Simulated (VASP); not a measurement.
# Ga27Sb26As (a cell with a defect) in VASP: notebook, part 2 of 2

VASP 6.6.1.

## (3) Electric field gradients, PBE

Contents of INCAR:

```
SYSTEM = Ga27Sb26As
PREC     = Accurate       ! precision mode
ENCUT    = 520            ! plane-wave cutoff, eV
EDIFF    = 1E-8           ! SCF threshold, eV
ISMEAR   = -1             ! smearing method
SIGMA    = 0.01           ! smearing width, eV
LREAL    = Auto         
LASPH    = .TRUE.         ! aspherical terms in the spheres
NELM     = 60             ! most SCF steps
ALGO     = Normal         ! electronic algorithm
ISIF     = 2              ! what is computed and relaxed
LWAVE    = .FALSE.        ! write WAVECAR
LCHARG   = .FALSE.        ! write CHGCAR
GGA      = PE             ! functional
LEFG     = .TRUE.       
NBANDS   = 276            ! bands
LUSENCCL = .FALSE.
```

Contents of KPOINTS:

```
regular mesh
0
G
  2 2 2
  0 0 0
```

Contents of POSCAR:

```
Ga27Sb26As
1.0
    0.0000000000      9.1770000000      9.1770000000
    9.1770000000      0.0000000000      9.1770000000
    9.1770000000      9.1770000000      0.0000000000
Ga As Sb
27 1 26
Direct
    0.0000000000      0.0000000000      0.0000000000
    0.0000000000      0.0000000000      0.3333333333
    0.0000000000      0.0000000000      0.6666666667
    0.0000000000      0.3333333333      0.0000000000
    0.0000000000      0.3333333333      0.3333333333
    0.0000000000      0.3333333333      0.6666666667
    0.0000000000      0.6666666667      0.0000000000
    0.0000000000      0.6666666667      0.3333333333
    0.0000000000      0.6666666667      0.6666666667
    0.3333333333      0.0000000000      0.0000000000
    0.3333333333      0.0000000000      0.3333333333
    0.3333333333      0.0000000000      0.6666666667
    0.3333333333      0.3333333333      0.0000000000
    0.3333333333      0.3333333333      0.3333333333
    0.3333333333      0.3333333333      0.6666666667
    0.3333333333      0.6666666667      0.0000000000
    0.3333333333      0.6666666667      0.3333333333
    0.3333333333      0.6666666667      0.6666666667
    0.6666666667      0.0000000000      0.0000000000
    0.6666666667      0.0000000000      0.3333333333
    0.6666666667      0.0000000000      0.6666666667
    0.6666666667      0.3333333333      0.0000000000
    0.6666666667      0.3333333333      0.3333333333
    0.6666666667      0.3333333333      0.6666666667
    0.6666666667      0.6666666667      0.0000000000
    0.6666666667      0.6666666667      0.3333333333
    0.6666666667      0.6666666667      0.6666666667
    0.0833333333      0.0833333333      0.0833333333
    0.0833333333      0.0833333333      0.4166666667
    0.0833333333      0.0833333333      0.7500000000
    0.0833333333      0.4166666667      0.0833333333
    0.0833333333      0.4166666667      0.4166666667
    0.0833333333      0.4166666667      0.7500000000
    0.0833333333      0.7500000000      0.0833333333
    0.0833333333      0.7500000000      0.4166666667
    0.0833333333      0.7500000000      0.7500000000
    0.4166666667      0.0833333333      0.0833333333
    0.4166666667      0.0833333333      0.4166666667
    0.4166666667      0.0833333333      0.7500000000
    0.4166666667      0.4166666667      0.0833333333
    0.4166666667      0.4166666667      0.4166666667
    0.4166666667      0.4166666667      0.7500000000
    0.4166666667      0.7500000000      0.0833333333
    0.4166666667      0.7500000000      0.4166666667
    0.4166666667      0.7500000000      0.7500000000
    0.7500000000      0.0833333333      0.0833333333
    0.7500000000      0.0833333333      0.4166666667
    0.7500000000      0.0833333333      0.7500000000
    0.7500000000      0.4166666667      0.0833333333
    0.7500000000      0.4166666667      0.4166666667
    0.7500000000      0.4166666667      0.7500000000
    0.7500000000      0.7500000000      0.0833333333
    0.7500000000      0.7500000000      0.4166666667
    0.7500000000      0.7500000000      0.7500000000
```

Potentials or basis: VASP PAW PBE potentials, release 64 (Ga_d, As, Sb).

Run with:

```
cat potpaw_PBE.64/Ga_d/POTCAR potpaw_PBE.64/As/POTCAR potpaw_PBE.64/Sb/POTCAR > POTCAR
mpirun -np 1 vasp_std > vasp.out
```

OUTCAR:

```text
SYSTEM = Ga27Sb26As
   PREC = Accurate
   ENCUT = 520
   EDIFF = 1E-8
   ISMEAR = -1
   LREAL = Auto
   LASPH = .TRUE.
   NELM = 60
   ISIF = 2
   GGA = PE

 ion  position               nearest neighbor table
   1  0.000  0.000  0.000-  28 2.65  30 2.65  34 2.65  46 2.65
   2  0.000  0.000  0.333-  28 2.65  29 2.65  35 2.65  47 2.65
   3  0.000  0.000  0.667-  30 2.65  29 2.65  36 2.65  48 2.65
   4  0.000  0.333  0.000-  28 2.65  31 2.65  33 2.65  49 2.65
   5  0.000  0.333  0.333-  29 2.65  31 2.65  50 2.65  32 2.65
   6  0.000  0.333  0.667-  30 2.65  32 2.65  33 2.65  51 2.65
[... 46 lines left out ...]
  53  0.750  0.750  0.417-   8 2.65  20 2.65  26 2.65  27 2.65
  54  0.750  0.750  0.750-  27 2.65  21 2.65  25 2.65   9 2.65

  LATTYP: Found a face centered cubic cell.
 ALAT       =    18.3540000000

  Lattice vectors:

 A1 = (   0.0000000000,   9.1770000000,   9.1770000000)
 A2 = (   9.1770000000,   0.0000000000,   9.1770000000)
 A3 = (   9.1770000000,   9.1770000000,   0.0000000000)

Analysis of symmetry for initial positions (statically):
=====================================================================
 Subroutine PRICEL returns:
 Original cell was already a primitive cell.

 Routine SETGRP: Setting up the symmetry group for a
 face centered cubic supercell.

 Subroutine GETGRP returns: Found 24 space group operations
 (whereof  6 operations were pure point group operations)
 out of a pool of 48 trial point group operations.

The static configuration has the point symmetry C_3v.
 The point group associated with its full space group is T_d .

Analysis of symmetry for dynamics (positions and initial velocities):
=====================================================================
 Subroutine PRICEL returns:
 Original cell was already a primitive cell.

 Routine SETGRP: Setting up the symmetry group for a
 face centered cubic supercell.

 Subroutine GETGRP returns: Found 24 space group operations
 (whereof  6 operations were pure point group operations)
 out of a pool of 48 trial point group operations.

The dynamic configuration has the point symmetry C_3v.
 The point group associated with its full space group is T_d .

 Subroutine INISYM returns: Found 24 space group operations
 (whereof  6 operations are pure point group operations),
 and found     1 'primitive' translations

----------------------------------------------------------------------------------------

                                     Primitive cell

  volume of cell :    1545.7249

  direct lattice vectors                    reciprocal lattice vectors
     0.000000000  9.177000000  9.177000000    -0.054484036  0.054484036  0.054484036
     9.177000000  0.000000000  9.177000000     0.054484036 -0.054484036  0.054484036
     9.177000000  9.177000000  0.000000000     0.054484036  0.054484036 -0.054484036

  length of vectors
    12.978237862 12.978237862 12.978237862     0.094369119  0.094369119  0.094369119

  position of ions in fractional coordinates (direct lattice)
     0.000000000  0.000000000  0.000000000
[... 191 lines left out ...]
 non-spin polarized calculation
  energy-cutoff  :      520.00
  volume of cell :     1545.72
 maximum number of plane-waves:     41655
 NGX is ok and might be reduce to    98
   NGX = 49   NGY = 49   NGZ = 49

 number of electron     486.0000012 magnetization

 Free energy of the ion-electron system (eV)
  ---------------------------------------------------
  ext. energy  EPLUGINS =         0.00000000
  ---------------------------------------------------
  free energy    TOTEN  =      -198.37679713 eV

  energy without entropy =     -198.37184329  energy(sigma->0) =     -198.37432021

 E-fermi :   4.7763     XC(G=0):  -9.0647

 val. band max:        4.7691617235   @ k =   0.0000   0.0000   0.0000
 cond. band min:       5.1654397696   @ k =   0.5000   0.0000   0.0000
 fundamental gap:      0.3962780461
 Fermi energy:         4.7763388996

 k-point     1 :       0.0000    0.0000    0.0000
  band No.  band energies     occupation
      1     -10.2981      2.00000
      2     -10.2981      2.00000
      3     -10.2957      2.00000
      4     -10.2957      2.00000
      5     -10.2957      2.00000
      6     -10.2947      2.00000
[... 763 lines left out ...]
    254       6.4762      0.00000
    255       6.5026      0.00000
 [bands above 255 left out]

------------------------ aborting loop because EDIFF is reached ----------------------------------------

  FORCE on cell =-STRESS in cart. coord.  units (eV):
  Direction    XX          YY          ZZ          XY          YZ          ZX
  --------------------------------------------------------------------------------------
  -------------------------------------------------------------------------------------
  Total       20.8138341     20.8138341     20.8138341      0.0000000      0.0000000      0.0000000
  in kB       21.5739904     21.5739904     21.5739904      0.0000000      0.0000000      0.0000000
  external PRESSURE =      21.5739904 kB  Pullay stress =       0.0000000 kB

 VOLUME and BASIS-vectors are now :
 -----------------------------------------------------------------------------
  energy-cutoff  :      520.00
  volume of cell :     1545.72
      direct lattice vectors                 reciprocal lattice vectors
     0.000000000  9.177000000  9.177000000    -0.054484036  0.054484036  0.054484036
     9.177000000  0.000000000  9.177000000     0.054484036 -0.054484036  0.054484036
     9.177000000  9.177000000  0.000000000     0.054484036  0.054484036 -0.054484036

 POSITION                                       TOTAL-FORCE (eV/Angst)
 -----------------------------------------------------------------------------------
      0.00000      0.00000      0.00000         0.496672      0.496672      0.496672
      3.05900      3.05900      0.00000        -0.496672     -0.496672      0.496672
      6.11800      6.11800      0.00000        -0.000000      0.000000     -0.010378
      3.05900      0.00000      3.05900        -0.496672      0.496672     -0.496672
      6.11800      3.05900      3.05900        -0.003431      0.006394      0.006394
      9.17700      6.11800      3.05900        -0.006394      0.003431      0.006394
[... 46 lines left out ...]
     10.70650     10.70650     13.76550        -0.000000      0.000000     -0.000991
     13.76550     13.76550     13.76550         0.003596      0.003596      0.003596
 -----------------------------------------------------------------------------------
    total drift:                                0.000052      0.000052      0.000052

  FREE ENERGIE OF THE ION-ELECTRON SYSTEM (eV)
  ---------------------------------------------------
  free  energy   TOTEN  =      -198.3767971272 eV

  energy  without entropy=     -198.3718432937  energy(sigma->0) =     -198.37432021

 Electric field gradients (V/A^2)
---------------------------------------------------------------------
 ion       V_xx      V_yy      V_zz      V_xy      V_xz      V_yz
---------------------------------------------------------------------
   1       0.000     0.000     0.000    11.815    11.815    11.815
   2       0.002     0.002    -0.003    11.813   -11.823   -11.823
   3       0.145     0.145    -0.289     0.380    -0.003    -0.003
   4       0.002    -0.003     0.002   -11.823    11.813   -11.823
   5       0.061    -0.031    -0.031    -0.123    -0.123     0.256
   6      -0.027     0.057    -0.031    -0.123    -0.260     0.118
[... 46 lines left out ...]
  53      -0.064    -0.064     0.127     0.711     0.000     0.000
  54       0.000     0.000     0.000     0.400     0.400     0.400
---------------------------------------------------------------------

 Electric field gradients after diagonalization (V/A^2)
 (convention: |V_zz| > |V_xx| > |V_yy|)
----------------------------------------------------------------------
 ion       V_xx      V_yy      V_zz     asymmetry (V_yy - V_xx)/ V_zz
----------------------------------------------------------------------
   1     -11.815   -11.815    23.629       0.000
   2     -11.828   -11.812    23.639       0.001
   3      -0.289    -0.235     0.524       0.104
   4     -11.828   -11.812    23.639       0.001
   5      -0.287    -0.049     0.335       0.711
   6      -0.289    -0.047     0.336       0.720
[... 46 lines left out ...]
  53       0.647     0.127    -0.774       0.671
  54      -0.400    -0.400     0.800       0.000
----------------------------------------------------------------------

           NMR quadrupolar parameters

 Cq : quadrupolar parameter    Cq=e*Q*V_zz/h
 eta: asymmetry parameters     (V_yy - V_xx)/ V_zz
 Q  : nuclear electric quadrupole moment in mb (millibarn)
----------------------------------------------------------------------
 ion       Cq(MHz)       eta       Q (mb)
----------------------------------------------------------------------
   1       0.057       0.000       1.000
   2       0.057       0.001       1.000
   3       0.001       0.104       1.000
   4       0.057       0.001       1.000
   5       0.001       0.711       1.000
   6       0.001       0.720       1.000
[... 46 lines left out ...]
  53      -0.002       0.671       1.000
  54       0.002       0.000       1.000
----------------------------------------------------------------------
```

It took 4.7 min on 1 × NVIDIA H100 80GB with 1 thread of AMD EPYC 7R13 (Zen 3), shared host; peak memory 2.6 GiB.

What came out:

| Property | Result |
| --- | --- |
| Free energy | -198.3768 eV |
| Pressure | 2.2 GPa |
| Largest force | 0.860 eV/Å |
| Band gap on the k mesh | zero (filled and empty bands touch) |
| Largest electric field gradient by atom | Ga +23.6, +0.5, +0.3, -0.0 (each value once); As -0.0; Sb +4.9, +1.0, +0.8, -0.8 (each value once) V/Å² |

Forces on the atoms (eV/Å):
```
Ga   0.497  0.497  0.497
Ga  -0.497 -0.497  0.497
Ga   0.000  0.000 -0.010
Ga  -0.497  0.497 -0.497
Ga  -0.003  0.006  0.006
Ga  -0.006  0.003  0.006
Ga   0.000 -0.010  0.000
Ga  -0.006  0.006  0.003
Ga   0.010  0.000  0.000
Ga   0.497 -0.497 -0.497
Ga   0.006 -0.003  0.006
Ga   0.003 -0.006  0.006
Ga   0.006  0.006 -0.003
Ga   0.000  0.000  0.000
Ga  -0.006 -0.006 -0.003
Ga   0.003  0.006 -0.006
Ga  -0.006 -0.003 -0.006
Ga   0.000  0.000  0.000
Ga  -0.010  0.000  0.000
Ga   0.006 -0.006  0.003
Ga   0.000  0.010  0.000
Ga   0.006  0.003 -0.006
Ga  -0.003 -0.006 -0.006
Ga   0.000  0.000  0.000
Ga   0.000  0.000  0.010
Ga   0.000  0.000  0.000
Ga   0.000  0.000  0.000
As   0.000  0.000  0.000
Sb  -0.020 -0.020  0.030
Sb   0.020  0.020  0.030
Sb  -0.020  0.030 -0.020
Sb   0.004 -0.004 -0.004
Sb  -0.030  0.020 -0.020
Sb   0.020  0.030  0.020
Sb  -0.030 -0.020  0.020
Sb   0.004 -0.004 -0.004
Sb   0.030 -0.020 -0.020
Sb  -0.004  0.004 -0.004
Sb   0.020 -0.030 -0.020
Sb  -0.004 -0.004  0.004
Sb   0.004  0.004  0.004
Sb   0.000  0.000  0.001
Sb   0.020 -0.020 -0.030
Sb   0.000  0.001  0.000
Sb  -0.001  0.000  0.000
Sb   0.030  0.020  0.020
Sb  -0.020 -0.030  0.020
Sb  -0.004  0.004 -0.004
Sb  -0.020  0.020 -0.030
Sb   0.001  0.000  0.000
Sb   0.000 -0.001  0.000
Sb  -0.004 -0.004  0.004
Sb   0.000  0.000 -0.001
Sb   0.004  0.004  0.004
```

Electric field gradients, principal values (V/Å²):
```tsv
atom	least	middle	greatest (by size)
1 Ga	-11.815	-11.815	23.629
2 Ga	-11.812	-11.828	23.639
3 Ga	-0.235	-0.289	0.524
4 Ga	-11.812	-11.828	23.639
5 Ga	-0.049	-0.287	0.335
6 Ga	-0.047	-0.289	0.336
7 Ga	-0.235	-0.289	0.524
8 Ga	-0.047	-0.289	0.336
9 Ga	-0.244	-0.284	0.528
10 Ga	-11.812	-11.828	23.639
11 Ga	-0.049	-0.287	0.335
12 Ga	-0.047	-0.289	0.336
13 Ga	-0.049	-0.287	0.335
14 Ga	0.001	0.001	-0.003
15 Ga	-0.043	-0.284	0.328
16 Ga	-0.047	-0.289	0.336
17 Ga	-0.043	-0.284	0.328
18 Ga	0.019	0.022	-0.040
19 Ga	-0.235	-0.289	0.524
20 Ga	-0.047	-0.289	0.336
21 Ga	-0.244	-0.284	0.528
22 Ga	-0.047	-0.289	0.336
23 Ga	-0.043	-0.284	0.328
24 Ga	0.019	0.022	-0.040
25 Ga	-0.244	-0.284	0.528
26 Ga	0.019	0.022	-0.040
27 Ga	0.022	0.022	-0.044
28 As	0.000	0.000	0.000
29 Sb	-0.728	-4.150	4.878
30 Sb	-0.728	-4.151	4.878
31 Sb	-0.728	-4.150	4.878
32 Sb	-0.517	-0.517	1.034
33 Sb	-0.727	-4.150	4.878
34 Sb	-0.728	-4.151	4.878
35 Sb	-0.727	-4.150	4.878
36 Sb	-0.399	-0.400	0.800
37 Sb	-0.728	-4.150	4.878
38 Sb	-0.517	-0.517	1.034
39 Sb	-0.727	-4.150	4.878
40 Sb	-0.517	-0.517	1.034
41 Sb	-0.517	-0.517	1.034
42 Sb	0.127	0.647	-0.774
43 Sb	-0.727	-4.150	4.878
44 Sb	0.127	0.647	-0.774
45 Sb	0.127	0.647	-0.774
46 Sb	-0.728	-4.151	4.878
47 Sb	-0.727	-4.150	4.878
48 Sb	-0.399	-0.400	0.800
49 Sb	-0.727	-4.150	4.878
50 Sb	0.127	0.647	-0.774
51 Sb	0.127	0.647	-0.774
52 Sb	-0.399	-0.400	0.800
53 Sb	0.127	0.647	-0.774
54 Sb	-0.400	-0.400	0.800
```

Caveat: without QUAD_EFG the Cq values of the log hold for a quadrupole moment of 1 mb, not for the nuclei; spin-orbit coupling is left out, which moves the levels of the heavy elements.

The gap in the log of VASP goes by the Fermi energy; the results here count the filled bands.